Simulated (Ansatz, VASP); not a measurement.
**As in VASP and in Ansatz**

```
As
1.0
     0.00000    1.99869    1.99869
     1.99869    0.00000    1.99869
     1.99869    1.99869    0.00000
As
1
Direct
  0.00000 0.00000 0.00000
```

Alike in both runs: task single point; functional LDA; k mesh 15 × 15 × 15; occupations fermi-dirac, width 0.1 eV; no spin polarisation.

|  | VASP | Ansatz |
| --- | --- | --- |
| version | VASP 6.6.1 | Ansatz 0.2.0 |
| potentials or method | VASP PAW LDA potentials, release 64 (As), cutoff 520 eV | plane waves (420 eV) with PAW, scalar-relativistic |
| valence electrons in the cell | 5 | 15 |

VASP gave:

* pressure (GPa): 16.3

**Question.** What did Ansatz give for the same quantities?

**Answer.** Pressure (GPa): 15.7.

Ansatz warns that its potentials were made for another functional, while VASP's fit it. LDA's correlation is that of Perdew and Zunger in VASP and of Perdew and Wang (1992) in Ansatz. VASP's potentials hold 5 valence electrons a cell and Ansatz's 15, so a difference there can come from the potentials and not from the codes.
